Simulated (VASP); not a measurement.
Set up this calculation in VASP 6.6.1, as the native input.

```
Task                   : single point
Functional             : PBE
Potentials or basis    : VASP PAW PBE potentials, release 64 (Cd, Te)
Cutoff                 : 520 eV
k mesh                 : 4 × 4 × 4
Occupations            : gaussian, width 0.1 eV
Spin                   : no spin polarisation
Dipole correction      : no
Further INCAR settings : ALGO = Normal; EDIFF = 1e-07; NBANDS = 26
```

The structure of CdTe4 lies in POSCAR:

```
CdTe4
1.0
    5.5368876017      0.0000000000      0.0000000000
    0.0000000000      5.5368876017      0.0000000000
    0.0000000000      0.0000000000      5.5368876017
Cd Te
1 4
Direct
    0.0000000000      0.0000000000      0.0000000000
    0.2982540744      0.2982540744      0.2982540744
    0.7017459256      0.7017459256      0.2982540744
    0.2982540744      0.7017459256      0.7017459256
    0.7017459256      0.2982540744      0.7017459256
```

The cell was built from a structure type or drawn by symmetry, and may not be a known phase.

These files were run (other wordings do the same):

INCAR

```
SYSTEM = CdTe4
PREC     = Accurate       ! precision mode
ENCUT    = 520            ! plane-wave cutoff, eV
EDIFF    = 1E-7           ! SCF threshold, eV
ISMEAR   = 0              ! smearing method
SIGMA    = 0.1            ! smearing width, eV
LREAL    = .FALSE.        ! projectors in reciprocal space
LASPH    = .TRUE.         ! aspherical terms in the spheres
NELM     = 80             ! most SCF steps
ALGO     = Normal         ! electronic algorithm
ISIF     = 2              ! what is computed and relaxed
LWAVE    = .FALSE.        ! write WAVECAR
LCHARG   = .TRUE.         ! write CHGCAR
GGA      = PE             ! functional
LELF     = .TRUE.         ! ELF
LVHAR    = .TRUE.       
NBANDS   = 26             ! bands
```

KPOINTS

```
Automatic mesh
0
G
  4 4 4
  0 0 0
```

Potentials or basis: VASP PAW PBE potentials, release 64 (Cd, Te).

Run with:

```console
$ cat potpaw_PBE.64/Cd/POTCAR potpaw_PBE.64/Te/POTCAR > POTCAR
$ mpirun -np 1 vasp_std > vasp.out
```

It gave:

The pressure is 0.0 GPa and the largest force is 0.087 eV/Å. The band gap on the k mesh is zero (bands 18 and 19 overlap by 0.81 eV).

Caveat: spin-orbit coupling is left out, which moves the levels of the heavy elements.

Wall time 27 s on 1 thread of AMD EPYC 9R45 96-Core Processor (Zen 5), with other jobs on the host, peak memory 0.23 GiB.
